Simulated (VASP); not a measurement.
Input of a VASP 6.6.1 run:

The input INCAR:

```
SYSTEM = TaN
  ALGO = Normal
  EDIFF = 1E-6
  ENCUT = 520
  ISIF = 2
  ISMEAR = -1
  LASPH = .TRUE.
  LCHARG = .TRUE.
  LELF = .TRUE.
  LREAL = .FALSE.
  LVHAR = .TRUE.
  LWAVE = .FALSE.
  NBANDS = 33
  NELM = 60
  PREC = Accurate
  SIGMA = 0.05
```

File KPOINTS:

```
k-points
0
G
  6 6 9
  0 0 0
```

The input POSCAR:

```
TaN
1.0
    5.1960000000      0.0000000000      0.0000000000
   -2.5980000000      4.4998679981      0.0000000000
    0.0000000000      0.0000000000      2.9110000000
Ta N
3 3
Direct
    0.0000000000      0.0000000000      0.0000000000
    0.6666666667      0.3333333333      0.5000000000
    0.3333333333      0.6666666667      0.5000000000
    0.0000000000      0.3928500000      0.0000000000
    0.6071500000      0.6071500000      0.0000000000
    0.3928500000      0.0000000000      0.0000000000
```

Potentials or basis: VASP PAW LDA potentials, release 64 (Ta_pv, N).

The run is started by

```bash
$ cat potpaw_LDA.64/Ta_pv/POTCAR potpaw_LDA.64/N/POTCAR > POTCAR
$ mpirun -np 1 vasp_std > vasp.out
```

Task: What does it give for the band gap on the k mesh?

Result: Zero (band 24 reaches 9.96 eV, above the bottom of band 25 at 6.85 eV).

Task: Estimate the largest force.

Result: 0.033 eV/Å.

Task: Estimate the pressure.

Result: -8.3 GPa.

Stress tensor (GPa, compression positive):
```
 -7.43   0.00   0.00
  0.00  -7.43   0.00
  0.00   0.00 -10.11
```

Caveat: spin-orbit coupling is left out, which moves the levels of the heavy elements.
